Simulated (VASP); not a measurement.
The system is Ba.

```xyz
1
Lattice="3.9177 0.0000 0.0000 0.0000 3.9177 0.0000 0.0000 0.0000 3.9177" Properties=species:S:1:pos:R:3 pbc="T T T"
Ba    0.0000    0.0000    0.0000
```

```yaml
Program: VASP 6.6.1
Task: relaxation of cell and atoms
Functional: PBEsol
Potentials_or_basis: VASP PAW PBE potentials, release 64 (Ba_sv)
Cutoff: 600 eV
k_mesh: 6 × 6 × 6
Occupations: fermi-dirac, width 0.1 eV
Spin: no spin polarisation
```

At the start: pressure -0.5 GPa; volume 60.13 Å³/atom.

Task: How do energy, volume and symmetry change on relaxing?

Result: Over 4 steps the energy falls by 6.1 meV/atom and the volume is 56.43 Å³/atom (-6.2 %); space group Pm-3m (No. 221, to 0.05 Å).

The path:
```
step  energy change (eV)  largest force (eV/Å)  pressure (GPa)  volume (Å³)
   1              0.0000                0.0000           -0.50        60.13
   2             -0.0040                0.0000           -0.30        58.52
   3             -0.0050                0.0000            0.24        54.88
   4             -0.0061                0.0000           -0.01        56.43
```

Final structure:
```
CELL_PARAMETERS angstrom
3.83555 0.00000 0.00000
0.00000 3.83555 0.00000
0.00000 0.00000 3.83555
ATOMIC_POSITIONS crystal
Ba 0.00000 0.00000 0.00000
```

Caveat: the PAW data sets were made with another functional, which shifts forces and pressure a little.
